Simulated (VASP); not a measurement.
A run of VASP 6.6.1:

INCAR

```
PREC = Accurate
ENCUT = 520
EDIFF = 1E-6
ISMEAR = 0
SIGMA = 0.01
LREAL = F
LASPH = T
NELM = 60
ALGO = Normal
ISIF = 2
LWAVE = F
LCHARG = F
GGA = PE
NBANDS = 16
```

KPOINTS

```
Automatic mesh
0
Gamma
  6 6 6
```

The input POSCAR:

```
CdTe
1.0
    0.0000000000      3.2799551166      3.2799551166
    3.2799551166      0.0000000000      3.2799551166
    3.2799551166      3.2799551166      0.0000000000
Cd Te
1 1
Direct
    0.0000000000      0.0000000000      0.0000000000
    0.2500000000      0.2500000000      0.2500000000
```

Potentials or basis: VASP PAW PBE potentials, release 64 (Cd, Te).

Command:

```console
$ cat potpaw_PBE.64/Cd/POTCAR potpaw_PBE.64/Te/POTCAR > POTCAR
$ mpirun -np 1 vasp_std > vasp.out
```

Hardware: 1 thread of Intel Xeon 6975P-C, on a shared host.

Q: Estimate the wall time of this run.

A: It took 17 s on 1 thread of Intel Xeon 6975P-C, with other jobs on the host, peak memory 0.21 GiB. Counts: scf iterations 12, k points 16.
